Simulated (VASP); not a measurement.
BiIr (zincblende type):

```
CELL_PARAMETERS angstrom
0.00000 3.10723 3.10723
3.10723 0.00000 3.10723
3.10723 3.10723 0.00000
ATOMIC_POSITIONS crystal
Ir 0.00000 0.00000 0.00000
Bi 0.25000 0.25000 0.25000
```

- Program: VASP 6.6.1
- Task: relaxation of cell and atoms
- Functional: PBEsol
- Potentials or basis: VASP PAW PBE potentials, release 64 (Ir, Bi_d)
- Cutoff: 600 eV
- k mesh: 12 × 12 × 12
- Occupations: fermi-dirac, width 0.1 eV
- Spin: no spin polarisation

At the start: pressure -6.3 GPa; volume 30.00 Å³/atom.

Question: Where does the relaxation end?

Answer: Over 4 steps the energy falls by 49.2 meV/atom and the volume is 27.71 Å³/atom (-7.6 %); space group F-43m (No. 216, to 0.1 Å) before and after.

Step by step:
| step | energy change (eV) | largest force (eV/Å) | pressure (GPa) | volume (Å³) |
| --- | --- | --- | --- | --- |
| 1 | 0.0000 | 0.0000 | -6.33 | 60.00 |
| 2 | 0.0772 | 0.0000 | 12.09 | 50.28 |
| 3 | -0.0984 | 0.0000 | -0.17 | 55.51 |
| 4 | -0.0985 | 0.0000 | -0.03 | 55.42 |

Final structure:
```
CELL_PARAMETERS angstrom
0.00000 3.02606 3.02606
3.02606 0.00000 3.02606
3.02606 3.02606 0.00000
ATOMIC_POSITIONS crystal
Ir 0.00000 0.00000 0.00000
Bi 0.25000 0.25000 0.25000
```

Caveat: the PAW data sets were made with another functional, which shifts forces and pressure a little.
